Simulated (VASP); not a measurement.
The system is Si15Au.

```
Au Si
1.0
     0.00000    5.43700    5.43700
     5.43700    0.00000    5.43700
     5.43700    5.43700    0.00000
Au Si
1 15
Direct
  0.00000 0.00000 0.00000
  0.99953 0.99953 0.50047
  0.99953 0.50047 0.99953
  0.99953 0.50047 0.50047
  0.50047 0.99953 0.99953
  0.50047 0.99953 0.50047
  0.50047 0.50047 0.99953
  0.50000 0.50000 0.50000
  0.12763 0.12763 0.12763
  0.12763 0.12763 0.61711
  0.12763 0.61711 0.12763
  0.12575 0.62475 0.62475
  0.61711 0.12763 0.12763
  0.62475 0.12575 0.62475
  0.62475 0.62475 0.12575
  0.62475 0.62475 0.62475
```

Base run:

* Program: VASP 6.6.1
* Functional: PBEsol
* Potentials or basis: VASP PAW PBE potentials, release 64 (Au, Si)
* Cutoff: 520 eV
* k mesh: 3 × 3 × 3
* Occupations: gaussian, width 0.05 eV
* Spin: collinear spin
* Starting moments: [3.0, 0.0, 0.0, 0.0, 0.0, 0.0, 0.0, 0.0, 0.0, 0.0, 0.0, 0.0, 0.0, 0.0, 0.0, 0.0] μB
* Fixed moment: 3 μB

Its results: pressure 0.9 GPa; net moment 3.00 μB per cell; largest force 0.115 eV/Å.

Question: The run is repeated on the same cell with these changes: fixed moment from 3 μB to none. What comes out?

Answer: Pressure 0.5 GPa; net moment 0.00 μB per cell; largest force 0.156 eV/Å.

Caveats: the PAW data sets were made with another functional, which shifts forces and pressure a little; the total moment is fixed, so each spin has its own Fermi level and the state may be an excited one (at least some runs).
